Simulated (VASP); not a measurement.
Input of a VASP 6.6.1 run:

File INCAR:

```
  ALGO = Normal
  EDIFF = 1E-6
  EDIFFG = -0.005
  ENCUT = 600
  IBRION = 2
  ISIF = 3
  ISMEAR = -1
  LASPH = T
  LCHARG = F
  LREAL = F
  LWAVE = F
  NELM = 80
  NSW = 70
  PREC = Accurate
  SIGMA = 0.05
```

File KPOINTS:

```
k-points
0
Gamma
  8 8 8
```

The input POSCAR:

```
YInCu4
1.0
    0.0000000000      3.5889603100      3.5889603100
    3.5889603100      0.0000000000      3.5889603100
    3.5889603100      3.5889603100      0.0000000000
Y In Cu
1 1 4
Direct
    0.0000000000      0.0000000000      0.0000000000
    0.2500000000      0.2500000000      0.2500000000
    0.6246650400      0.1260048800      0.6246650400
    0.6246650400      0.6246650400      0.1260048800
    0.6246650400      0.6246650400      0.6246650400
    0.1260048800      0.6246650400      0.6246650400
```

Potentials or basis: VASP PAW LDA potentials, release 64 (Y_sv, In_d, Cu).

Run with:

```bash
$ cat potpaw_LDA.64/Y_sv/POTCAR potpaw_LDA.64/In_d/POTCAR potpaw_LDA.64/Cu/POTCAR > POTCAR
$ mpirun -np 1 vasp_std > vasp.out
```

Problem. Predict the relaxed volume.

Solution. 14.59 Å³/atom.

Problem. What does it give for the band gap on the k mesh?

Solution. Zero (band 34 reaches 7.94 eV, above the bottom of band 35 at 7.73 eV).

Step by step:
| step | energy change (eV) | largest force (eV/Å) | pressure (GPa) | volume (Å³) |
| --- | --- | --- | --- | --- |
| 1 | 0.0000 | 0.0039 | -6.07 | 92.46 |
| 2 | -0.0637 | 0.0233 | 4.38 | 84.86 |
| 3 | -0.1000 | 0.0170 | -0.07 | 87.54 |
| 4 | -0.1000 | 0.0170 | 0.09 | 87.45 |
| 5 | -0.1001 | 0.0027 | 0.03 | 87.54 |

Caveat: spin-orbit coupling is left out, which moves the levels of the heavy elements.
